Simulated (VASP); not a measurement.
# Bi2Te2Se (R-3m) in VASP: notebook

Bi2Te2Se is run at these levels: LDA; tasks: single point, relaxation of the atoms.

Program: VASP 6.6.1. These are calculated values, not measurements. Logs are shortened: lines on timing, memory, paths and dates and some standing lists are left out, and cuts for length are marked.

### 1 The cell of the first run

It takes space group R-3m (No. 166, trigonal). Conventional cell: a = 4.322 Å, b = 4.322 Å, c = 31.757 Å, α = 90.00°, β = 90.00°, γ = 120.00°. Within 4.0 Å of Bi (site symmetry 3m) lie 3 Te at 3.02 Å and 3 Se at 3.09 Å. Te (site symmetry 3m) has 3 Bi at 3.02 Å within 4.0 Å. Se (site symmetry -3m) has 6 Bi at 3.09 Å within 4.1 Å.

### 2 Single point, LDA

File INCAR:

```
PREC = Accurate
ENCUT = 520
EDIFF = 1E-7
ISMEAR = 0
SIGMA = 0.01
LREAL = F
LASPH = T
NELM = 80
ALGO = Normal
ISIF = 2
LWAVE = F
LCHARG = F
GGA = CA
NBANDS = 32
```

File KPOINTS:

```
Automatic mesh
0
Gamma
  3 3 3
```

File POSCAR:

```
Bi2Te2Se
1.0
    2.1609687617      1.2476358963     10.5855712543
   -2.1609687617      1.2476358963     10.5855712543
    0.0000000000     -2.4952717926     10.5855712543
Bi Te Se
2 2 1
Direct
    0.6093964791      0.6093964791      0.6093964791
    0.3906035209      0.3906035209      0.3906035209
    0.2222908588      0.2222908588      0.2222908588
    0.7777091412      0.7777091412      0.7777091412
    1.0000000000      0.0000000000      0.0000000000
```

Potentials or basis: VASP PAW LDA potentials, release 64 (Bi_d, Te, Se).

Command:

```console
> cat potpaw_LDA.64/Bi_d/POTCAR potpaw_LDA.64/Te/POTCAR potpaw_LDA.64/Se/POTCAR > POTCAR
> mpirun -np 1 vasp_std > vasp.out
```

OUTCAR:

```text
PREC = Accurate
   ENCUT = 520
   EDIFF = 1E-7
   ISMEAR = 0
   LREAL = F
   LASPH = T
   NELM = 80
   ISIF = 2
   GGA = CA

 ion  position               nearest neighbor table
   1  0.609  0.609  0.609-   3 3.02   3 3.02   3 3.02   5 3.09   5 3.09   5 3.09
   2  0.391  0.391  0.391-   4 3.02   4 3.02   4 3.02   5 3.09   5 3.09   5 3.09
   3  0.222  0.222  0.222-   1 3.02   1 3.02   1 3.02
   4  0.778  0.778  0.778-   2 3.02   2 3.02   2 3.02
   5  0.000  0.000  0.000-   1 3.09   1 3.09   2 3.09   2 3.09   1 3.09   2 3.09

  LATTYP: Found a trigonal (rhomboedric) cell.
 ALAT       =    10.8756930859
 COS(alpha) =     0.9210389187

  Lattice vectors:

 A1 = (   2.1609687617,   1.2476358963,  10.5855712543)
 A2 = (  -2.1609687617,   1.2476358963,  10.5855712543)
 A3 = (   0.0000000000,  -2.4952717926,  10.5855712543)

Analysis of symmetry for initial positions (statically):
=====================================================================
 Subroutine PRICEL returns:
 Original cell was already a primitive cell.

 Routine SETGRP: Setting up the symmetry group for a
 trigonal (rhombohedral) supercell.

 Subroutine GETGRP returns: Found 12 space group operations
 (whereof 12 operations were pure point group operations)
 out of a pool of 12 trial point group operations.

The static configuration has the point symmetry D_3d.

Analysis of symmetry for dynamics (positions and initial velocities):
=====================================================================
 Subroutine PRICEL returns:
 Original cell was already a primitive cell.

 Routine SETGRP: Setting up the symmetry group for a
 trigonal (rhombohedral) supercell.

 Subroutine GETGRP returns: Found 12 space group operations
 (whereof 12 operations were pure point group operations)
 out of a pool of 12 trial point group operations.

The dynamic configuration has the point symmetry D_3d.

 Subroutine INISYM returns: Found 12 space group operations
 (whereof 12 operations are pure point group operations),
 and found     1 'primitive' translations

----------------------------------------------------------------------------------------

                                     Primitive cell

  volume of cell :     171.2387

  direct lattice vectors                    reciprocal lattice vectors
     2.160968762  1.247635896 10.585571254     0.231377708  0.133585982  0.031489404
    -2.160968762  1.247635896 10.585571254    -0.231377708  0.133585982  0.031489404
     0.000000000 -2.495271793 10.585571254     0.000000000 -0.267171964  0.031489404

  length of vectors
    10.875693086 10.875693086 10.875693086     0.269021265  0.269021265  0.269021265

  position of ions in fractional coordinates (direct lattice)
     0.609396479  0.609396479  0.609396479
     0.390603521  0.390603521  0.390603521
     0.222290859  0.222290859  0.222290859
     0.777709141  0.777709141  0.777709141
     0.000000000  0.000000000  0.000000000

  ion indices of the primitive-cell ions
   primitive index   ion index
                 1           1
                 2           2
                 3           3
                 4           4
                 5           5

----------------------------------------------------------------------------------------

 KPOINTS: Automatic mesh

Automatic generation of k-mesh.
 Grid dimensions read from file:
 generate k-points for:    3    3    3

 Generating k-lattice:

  Cartesian coordinates                     Fractional coordinates (reciprocal lattice)
     0.077125903  0.044528661  0.010496468     0.333333333  0.000000000  0.000000000
    -0.077125903  0.044528661  0.010496468     0.000000000  0.333333333  0.000000000
     0.000000000 -0.089057321  0.010496468     0.000000000  0.000000000  0.333333333

  Length of vectors
     0.089673755  0.089673755  0.089673755

  Shift w.r.t. Gamma in fractional coordinates (k-lattice)
     0.000000000  0.000000000  0.000000000

 Subroutine IBZKPT returns following result:
 ===========================================

 Found      6 irreducible k-points:

 Following reciprocal coordinates:
            Coordinates               Weight
  0.000000  0.000000  0.000000      1.000000
  0.333333 -0.000000 -0.000000      6.000000
  0.333333  0.333333 -0.000000      6.000000
 -0.333333  0.333333  0.000000      6.000000
  0.333333  0.333333  0.333333      2.000000
 -0.333333  0.333333  0.333333      6.000000
   k-points           NKPTS =      6   k-points in BZ     NKDIM =      6   number of bands    NBANDS=     32
   number of dos      NEDOS =    301   number of ions     NIONS =      5
   total plane-waves  NPLWV = 592704
   dimension x,y,z NGX =    84 NGY =   84 NGZ =   84
   dimension x,y,z NGXF=   168 NGYF=  168 NGZF=  168
   ions per type =               2   2   1
   NGX,Y,Z   is equivalent  to a cutoff of  12.84, 12.84, 12.84 a.u.
   NGXF,Y,Z  is equivalent  to a cutoff of  25.68, 25.68, 25.68 a.u.
 SYSTEM =  unknown system
   PREC   = accura    normal or accurate (medium, high low for compatibility)
   ISTART =      0    job   : 0-new  1-cont  2-samecut
   ICHARG =      2    charge: 1-file 2-atom 10-const
   ISPIN  =      1    spin polarized calculation?
   LNONCOLLINEAR =      F non collinear calculations
   LSORBIT =      F    spin-orbit coupling
   LASPH  =      T    aspherical Exc in radial PAW
   ENCUT  =  520.0 eV  38.22 Ry    6.18 a.u.  20.22 20.22 20.22*2*pi/ulx,y,z
   NELM   =     80;   NELMIN=  2; NELMDL= -5     # of ELM steps
   EDIFF  = 0.1E-06   stopping-criterion for ELM
   LREAL  =      F    real-space projection
   EDIFFG = 0.1E-05   stopping-criterion for IOM
   NSW    =      0    number of steps for IOM
   IBRION =     -1    ionic relax: 0-MD 1-quasi-New 2-CG
   NFREE  =      0    steps in history (QN), initial steepest desc. (CG)
   ISIF   =      2    stress and relaxation
   ISYM   =      2    0-nonsym 1-usesym 2-fastsym
   POTIM  = 0.5000    time-step for ionic-motion
   TEBEG  =    0.0;   TEEND  =   0.0 temperature during run
   PSTRESS=    0.0 pullay stress
   NELECT =      48.0000    total number of electrons
   NUPDOWN=      -1.0000    fix difference up-down
   EMIN   =  10.00;   EMAX   =-10.00  energy-range for DOS
   EFERMI =   0.00;   METHOD = LEGACY
   ISMEAR =     0;   SIGMA  =   0.01  broadening in eV -4-tet -1-fermi 0-gaus
   EFERMI_NEDOS =   21; number of points for ismear=-14 and -15
   IALGO  =     38    algorithm
   IMIX   =      4    mixing-type and parameters
     AMIX     =   0.40;   BMIX     =  1.00
     AMIX_MAG =   1.60;   BMIX_MAG =  1.00
  volume/ion in A,a.u.               =      34.25       231.12
  Fermi-wavevector in a.u.,A,eV,Ry     =   1.071407  2.024666 15.618313  1.147914
  Thomas-Fermi vector in A             =   2.207147
   LORBIT       =      0    0 simple, 1 ext, 2 COOP (PROOUT), +10 PAW based schemes
   GGA     = CA    functional components
   LHFCALC =     F    Hartree Fock is set to
   AEXX    =    0.0000 exact exchange contribution
   IVDW    =     0    specifies the selected vdW correction
   LEPSILON=     F    determine dielectric tensor
   LRPA    =     F    only Hartree local field effects (RPA)
 non-spin polarized calculation
 Gauss-broadening in eV      SIGMA  =   0.01
  energy-cutoff  :      520.00
  volume of cell :      171.24
 maximum number of plane-waves:      4626
 NGX is ok and might be reduce to    84
   NGX = 41   NGY = 41   NGZ = 41

 number of electron      48.0000005 magnetization

 Free energy of the ion-electron system (eV)
  ---------------------------------------------------
  ext. energy  EPLUGINS =         0.00000000
  ---------------------------------------------------
  free energy    TOTEN  =       -22.09653961 eV

  energy without entropy =      -22.09653961  energy(sigma->0) =      -22.09653961

 E-fermi :   4.5878     XC(G=0):  -9.2704

 val. band max:        4.5105571521   @ k =   0.0000   0.0000   0.0000
 cond. band min:       4.8965407883   @ k =   0.0000   0.0000   0.0000
 fundamental gap:      0.3859836362
 Fermi energy:         4.5878110784

 k-point     1 :       0.0000    0.0000    0.0000
  band No.  band energies     occupation
      1     -18.1290      2.00000
      2     -18.1290      2.00000
      3     -18.1269      2.00000
      4     -18.1269      2.00000
      5     -18.1261      2.00000
      6     -18.1244      2.00000
[... 24 lines left out ...]
     31      10.4511      0.00000
     32      11.1356      0.00000

 k-point     2 :       0.3333   -0.0000   -0.0000
  band No.  band energies     occupation
      1     -18.1426      2.00000
      2     -18.1366      2.00000
      3     -18.1284      2.00000
      4     -18.1237      2.00000
      5     -18.1230      2.00000
      6     -18.1181      2.00000
[... 24 lines left out ...]
     31       8.9797      0.00000
     32      10.7175      0.00000

 k-point     3 :       0.3333    0.3333   -0.0000
  band No.  band energies     occupation
      1     -18.1425      2.00000
      2     -18.1366      2.00000
      3     -18.1284      2.00000
      4     -18.1237      2.00000
      5     -18.1230      2.00000
      6     -18.1181      2.00000
[... 24 lines left out ...]
     31       8.8684      0.00000
     32      10.6297      0.00000

 k-point     4 :      -0.3333    0.3333    0.0000
  band No.  band energies     occupation
      1     -18.1388      2.00000
      2     -18.1367      2.00000
      3     -18.1367      2.00000
      4     -18.1265      2.00000
      5     -18.1159      2.00000
      6     -18.1159      2.00000
[... 24 lines left out ...]
     31      10.5745      0.00000
     32      11.1523      0.00000

 k-point     5 :       0.3333    0.3333    0.3333
  band No.  band energies     occupation
      1     -18.1290      2.00000
      2     -18.1290      2.00000
      3     -18.1269      2.00000
      4     -18.1269      2.00000
      5     -18.1261      2.00000
      6     -18.1244      2.00000
[... 24 lines left out ...]
     31      10.6554      0.00000
     32      10.6782      0.00000

 k-point     6 :      -0.3333    0.3333    0.3333
  band No.  band energies     occupation
      1     -18.1425      2.00000
      2     -18.1366      2.00000
      3     -18.1284      2.00000
      4     -18.1237      2.00000
      5     -18.1230      2.00000
      6     -18.1181      2.00000
[... 24 lines left out ...]
     31       9.0310      0.00000
     32      10.4156      0.00000

------------------------ aborting loop because EDIFF is reached ----------------------------------------

  FORCE on cell =-STRESS in cart. coord.  units (eV):
  Direction    XX          YY          ZZ          XY          YZ          ZX
  --------------------------------------------------------------------------------------
  -------------------------------------------------------------------------------------
  Total       -1.4908253     -1.4908253     -1.7360624      0.0000000      0.0000000      0.0000000
  in kB      -13.9487548    -13.9487548    -16.2432905      0.0000000      0.0000000      0.0000000
  external PRESSURE =     -14.7136000 kB  Pullay stress =       0.0000000 kB

 VOLUME and BASIS-vectors are now :
 -----------------------------------------------------------------------------
  energy-cutoff  :      520.00
  volume of cell :      171.24
      direct lattice vectors                 reciprocal lattice vectors
     2.160968762  1.247635896 10.585571254     0.231377708  0.133585982  0.031489404
    -2.160968762  1.247635896 10.585571254    -0.231377708  0.133585982  0.031489404
     0.000000000 -2.495271793 10.585571254     0.000000000 -0.267171964  0.031489404

 POSITION                                       TOTAL-FORCE (eV/Angst)
 -----------------------------------------------------------------------------------
      0.00000      0.00000     19.35243         0.000000      0.000000      0.020304
      0.00000      0.00000     12.40428         0.000000      0.000000     -0.020304
      0.00000      0.00000      7.05923         0.000000      0.000000     -0.036526
      0.00000      0.00000     24.69749         0.000000     -0.000000      0.036526
      0.00000      0.00000      0.00000         0.000000     -0.000000      0.000000
 -----------------------------------------------------------------------------------
    total drift:                               -0.000000     -0.000000      0.000000

  FREE ENERGIE OF THE ION-ELECTRON SYSTEM (eV)
  ---------------------------------------------------
  free  energy   TOTEN  =       -22.0965396136 eV

  energy  without entropy=      -22.0965396136  energy(sigma->0) =      -22.09653961
```

Run time: 3.9 min. Hardware: 1 thread of Intel Xeon Platinum 8259CL at 2.50GHz (Skylake/Cascade Lake), shared host; peak memory 0.73 GiB.

What came out:

| Quantity | Value |
| --- | --- |
| Free energy | -22.0965 eV |
| Pressure | -1.5 GPa |
| Largest force | 0.037 eV/Å |
| Band gap on the k mesh | 0.39 eV |

Forces on the atoms (eV/Å):
```
Bi   0.000  0.000  0.020
Bi   0.000  0.000 -0.020
Te   0.000  0.000 -0.037
Te   0.000  0.000  0.037
Se   0.000  0.000  0.000
```

Stress tensor (GPa, compression positive):
```
-1.39  0.00  0.00
 0.00 -1.39  0.00
 0.00  0.00 -1.62
```

Levels at points of the mesh, in eV from the valence-band top:
| k point | band 21 | band 22 | band 23 | band 24 | band 25 | band 26 | band 27 | band 28 |
| --- | --- | --- | --- | --- | --- | --- | --- | --- |
| (0.00, 0.00, 0.00) | -0.99 | -0.58 | -0.58 | 0.00 | 0.39 | 1.46 | 1.46 | 2.18 |

Caveat: the k points lie up to 0.56 Å⁻¹ apart; spin-orbit coupling is left out, which moves the levels of the heavy elements. A k mesh can miss the band edges.

### 3 Relaxation of the atoms, LDA

File INCAR:

```
PREC = Accurate
ENCUT = 520
EDIFF = 1E-6
ISMEAR = 0
SIGMA = 0.01
LREAL = False
LASPH = True
NELM = 100
ALGO = Normal
ISIF = 2
LWAVE = False
LCHARG = False
GGA = CA
IBRION = 2
NSW = 80
EDIFFG = -0.003
```

KPOINTS is that of step 2.

File POSCAR:

```
Bi2Te2Se
1.0
    2.1609687617      1.2476358963     10.5855712543
   -2.1609687617      1.2476358963     10.5855712543
    0.0000000000     -2.4952717926     10.5855712543
Bi Te Se
2 2 1
Direct
    0.6082787600      0.6082787600      0.6082787600
    0.3917212400      0.3917212400      0.3917212400
    0.2195951300      0.2195951300      0.2195951300
    0.7804048700      0.7804048700      0.7804048700
    1.0000000000      0.0000000000      0.0000000000
```

Potentials or basis: VASP PAW LDA potentials, release 64 (Bi_d, Te, Se).

Command:

```console
> cat potpaw_LDA.64/Bi_d/POTCAR potpaw_LDA.64/Te/POTCAR potpaw_LDA.64/Se/POTCAR > POTCAR
> mpirun -np 1 vasp_std > vasp.out
```

OUTCAR:

```text
PREC = Accurate
   ENCUT = 520
   EDIFF = 1E-6
   ISMEAR = 0
   LREAL = False
   LASPH = True
   NELM = 100
   ISIF = 2
   GGA = CA
   IBRION = 2
   NSW = 80
   EDIFFG = -0.003

 ion  position               nearest neighbor table
   1  0.608  0.608  0.608-   3 3.05   3 3.05   3 3.05   5 3.11   5 3.11   5 3.11
   2  0.392  0.392  0.392-   4 3.05   4 3.05   4 3.05   5 3.11   5 3.11   5 3.11
   3  0.220  0.220  0.220-   1 3.05   1 3.05   1 3.05
   4  0.780  0.780  0.780-   2 3.05   2 3.05   2 3.05
   5  0.000  0.000  0.000-   1 3.11   1 3.11   2 3.11   2 3.11   1 3.11   2 3.11

  LATTYP: Found a trigonal (rhomboedric) cell.
 ALAT       =    10.8756930859
 COS(alpha) =     0.9210389187

  Lattice vectors:

 A1 = (   2.1609687617,   1.2476358963,  10.5855712543)
[... 277 lines left out ...]
  free  energy   TOTEN  =       -22.0886159018 eV

  energy  without entropy=      -22.0886159018  energy(sigma->0) =      -22.08861590

[... ionic steps 4 to 8 ...]

--------------------------------------- Ionic step        9  -------------------------------------------

 number of electron      48.0000006 magnetization

------------------------ aborting loop because EDIFF is reached ----------------------------------------
[... 73 lines left out ...]
--------------------------------------- Ionic step       11  -------------------------------------------

 number of electron      48.0000005 magnetization

 Free energy of the ion-electron system (eV)
  ---------------------------------------------------
  ext. energy  EPLUGINS =         0.00000000
  ---------------------------------------------------
  free energy    TOTEN  =       -22.09679660 eV

  energy without entropy =      -22.09679660  energy(sigma->0) =      -22.09679660

 E-fermi :   4.6118     XC(G=0):  -9.2737

 val. band max:        4.5216664909   @ k =   0.0000   0.0000   0.0000
 cond. band min:       4.9062146784   @ k =   0.0000   0.0000   0.0000
 fundamental gap:      0.3845481874
 Fermi energy:         4.6118141714

 k-point     1 :       0.0000    0.0000    0.0000
  band No.  band energies     occupation
      1     -18.1292      2.00000
      2     -18.1292      2.00000
      3     -18.1271      2.00000
      4     -18.1271      2.00000
      5     -18.1263      2.00000
      6     -18.1247      2.00000
[... 207 lines left out ...]
  FREE ENERGIE OF THE ION-ELECTRON SYSTEM (eV)
  ---------------------------------------------------
  free  energy   TOTEN  =       -22.0967965958 eV

  energy  without entropy=      -22.0967965958  energy(sigma->0) =      -22.09679660

 reached required accuracy - stopping structural energy minimisation
```

OSZICAR:

```text
N       E                     dE             d eps       ncg     rms          rms(c)
DAV:   1     0.452673788967E+03    0.45267E+03   -0.22302E+04   336   0.168E+03
DAV:   2     0.296940896500E+02   -0.42298E+03   -0.41047E+03   372   0.416E+02
DAV:   3    -0.201320469758E+02   -0.49826E+02   -0.47817E+02   444   0.152E+02
DAV:   4    -0.224688630845E+02   -0.23368E+01   -0.23236E+01   384   0.337E+01
[... 76 lines left out ...]
  10 F= -.22096795E+02 E0= -.22096795E+02  d E =-.120831E-05
       N       E                     dE             d eps       ncg     rms          rms(c)
DAV:   1    -0.220967951508E+02   -0.31080E-06   -0.60751E-04   340   0.128E-01    0.488E-03
DAV:   2    -0.220967965864E+02   -0.14355E-05   -0.17122E-05   404   0.292E-02    0.169E-03
DAV:   3    -0.220967965958E+02   -0.93996E-08   -0.43004E-07   168   0.536E-03
  11 F= -.22096797E+02 E0= -.22096797E+02  d E =-.316025E-05
```

CONTCAR:

```text
Bi2Te2Se
   1.00000000000000
     2.1609687617000000    1.2476358963000000   10.5855712542999996
    -2.1609687617000000    1.2476358963000000   10.5855712542999996
     0.0000000000000000   -2.4952717926000001   10.5855712542999996
  Bi              Te              Se
     2     2     1
Direct
     0.6093025258201614    0.6093025258201614    0.6093025258201614
     0.3906974741798386    0.3906974741798386    0.3906974741798386
     0.2220091739991522    0.2220091739991522    0.2220091739991522
     0.7779908260008479    0.7779908260008479    0.7779908260008479
     0.0000000000000000    0.0000000000000000    0.0000000000000000

  0.00000000E+00  0.00000000E+00  0.00000000E+00
  0.00000000E+00  0.00000000E+00  0.00000000E+00
  0.00000000E+00  0.00000000E+00  0.00000000E+00
  0.00000000E+00  0.00000000E+00  0.00000000E+00
  0.00000000E+00  0.00000000E+00  0.00000000E+00
```

Run time: 23 min. Hardware: 1 thread of Intel Xeon Platinum 8259CL at 2.50GHz (Skylake/Cascade Lake), shared host; peak memory 0.81 GiB.

What came out:

* Free energy: -22.0968 eV
* Energy gained by relaxing: 3.2 meV/atom
* Ionic steps: 11
* Pressure after relaxing: -1.6 GPa
* Band gap on the k mesh: 0.38 eV

Step by step:
| step | energy change (eV) | largest force (eV/Å) | pressure (GPa) |
| --- | --- | --- | --- |
| 1 | 0.0000 | 0.2505 | -2.52 |
| 2 | -0.0056 | 0.1567 | -2.32 |
| 3 | -0.0076 | 0.1092 | -2.12 |
| 4 | -0.0076 | 0.1220 | -2.10 |
| 5 | -0.0096 | 0.1051 | -2.03 |
| 6 | -0.0138 | 0.0609 | -1.84 |
| 7 | -0.0151 | 0.0282 | -1.46 |
| 8 | -0.0158 | 0.0077 | -1.59 |
| 9 | -0.0158 | 0.0058 | -1.57 |
| 10 | -0.0158 | 0.0076 | -1.60 |
| 11 | -0.0158 | 0.0015 | -1.59 |

Final structure:
```cif
data_structure
_symmetry_space_group_name_H-M 'P 1'
_symmetry_Int_Tables_number 1
_cell_length_a 10.8757
_cell_length_b 10.8757
_cell_length_c 10.8757
_cell_angle_alpha 22.922
_cell_angle_beta 22.922
_cell_angle_gamma 22.922
_cell_volume 171.24
loop_
_atom_site_label
_atom_site_type_symbol
_atom_site_fract_x
_atom_site_fract_y
_atom_site_fract_z
_atom_site_occupancy
Bi1 Bi 0.60930 0.60930 0.60930 1
Bi2 Bi 0.39070 0.39070 0.39070 1
Te1 Te 0.22201 0.22201 0.22201 1
Te2 Te 0.77799 0.77799 0.77799 1
Se1 Se 0.00000 0.00000 0.00000 1
```

Caveat: the k points lie up to 0.56 Å⁻¹ apart; spin-orbit coupling is left out, which moves the levels of the heavy elements.
